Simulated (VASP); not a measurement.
Write the native input for VASP 6.6.1 that does the following.

```yaml
Task: single point
Functional: PBEsol
Potentials_or_basis: VASP PAW PBE potentials, release 64 (Fe, Ni)
Cutoff: 520 eV
k_mesh: 16 × 16 × 12
Occupations: gaussian, width 0.1 eV
Spin: collinear spin, ferromagnetic start
Starting_moments: "[2.79, 0.75] μB"
Dipole_correction: no
Further_INCAR_settings: ALGO = Normal; EDIFF = 1e-06; NBANDS = 20
```

The structure of FeNi lies in POSCAR:

```
FeNi
1.0
    2.4681438050      0.0000000000      0.0000000000
    0.0000000000      2.4681438050      0.0000000000
    0.0000000000      0.0000000000      3.5329343525
Fe Ni
1 1
Direct
    0.0000000000      0.0000000000      0.0000000000
    0.5000000000      0.5000000000      0.5000000000
```

One way to write it, as run:

INCAR

```
ALGO = Normal
EDIFF = 1E-6
ENCUT = 520
GGA = PS
ISIF = 2
ISMEAR = 0
ISPIN = 2
LASPH = T
LCHARG = F
LMAXMIX = 4
LORBIT = 11
LREAL = F
LWAVE = F
MAGMOM = 2.79 0.75
NBANDS = 20
NELM = 150
PREC = Accurate
SIGMA = 0.1
```

KPOINTS

```
k-points
0
Gamma
  16 16 12
```

Potentials or basis: VASP PAW PBE potentials, release 64 (Fe, Ni).

Run with:

```sh
$ cat potpaw_PBE.64/Fe/POTCAR potpaw_PBE.64/Ni/POTCAR > POTCAR
$ mpirun -np 1 vasp_std > vasp.out
```

It gave:

```yaml
Pressure: 0.1 GPa
Net_moment: 3.16 μB per cell
Site_moments: Fe +2.53; Ni +0.61 μB
Valence_electrons_inside_the_program's_atomic_spheres: Fe 7.27; Ni 9.45
```

Caveat: the PAW data sets were made with another functional, which shifts forces and pressure a little.

Run time: 2 min on 1 thread of AMD EPYC 9R45 96-Core Processor (Zen 5), with other jobs on the host, peak memory 0.28 GiB.
